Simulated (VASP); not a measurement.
Set up this calculation in VASP 6.6.1, as the native input.

- Task: single point
- Functional: PBE
- Potentials or basis: VASP PAW PBE potentials, release 64 (Be, Te, Se)
- Cutoff: 520 eV
- k mesh: 4 × 4 × 1
- Occupations: gaussian, width 0.1 eV
- Spin: no spin polarisation
- Dipole correction: no
- Further INCAR settings: ALGO = Normal; EDIFF = 1e-06; NBANDS = 36

The structure of Be3TeSe2 lies in POSCAR:

```
Be3TeSe2
1.0
    3.7850134532      0.0000000000      0.0000000000
    0.0000000000      3.7850134532      0.0000000000
    0.0000000000      0.0000000000     15.9786008092
Be Te Se
6 2 4
Direct
    0.5000000000      0.5000000000      0.1848687989
    1.0000000000      0.0000000000      0.3423607028
    0.5000000000      0.5000000000      0.5000000000
    1.0000000000      0.0000000000      0.6576392972
    0.5000000000      0.5000000000      0.8151312011
    0.0000000000      1.0000000000      1.0000000000
    0.0000000000      0.5000000000      0.0919987841
    0.5000000000      1.0000000000      0.9080012159
    0.5000000000      1.0000000000      0.2634041170
    1.0000000000      0.5000000000      0.4211536141
    0.5000000000      1.0000000000      0.5788463859
    1.0000000000      0.5000000000      0.7365958830
```

One way to write it, as run:

INCAR

```
SYSTEM = Be3TeSe2
PREC = Accurate
ENCUT = 520
EDIFF = 1E-6
ISMEAR = 0
SIGMA = 0.1
LREAL = .False.
LASPH = .True.
NELM = 60
ALGO = Normal
ISIF = 2
LWAVE = .False.
LCHARG = .False.
GGA = PE
NBANDS = 36
```

KPOINTS

```
regular mesh
0
Gamma
  4 4 1
  0 0 0
```

Potentials or basis: VASP PAW PBE potentials, release 64 (Be, Te, Se).

The run is started by

```bash
$ cat potpaw_PBE.64/Be/POTCAR potpaw_PBE.64/Te/POTCAR potpaw_PBE.64/Se/POTCAR > POTCAR
$ mpirun -np 1 vasp_std > vasp.out
```

Results of the run:

* Pressure: 0.3 GPa
* Largest force: 0.003 eV/Å
* Band gap on the k mesh: 1.96 eV, direct

Caveat: spin-orbit coupling is left out, which moves the levels of the heavy elements.

Run time: 31 s on 1 thread of AMD EPYC 9R45 96-Core Processor (Zen 5), on a shared host, peak memory 0.28 GiB.
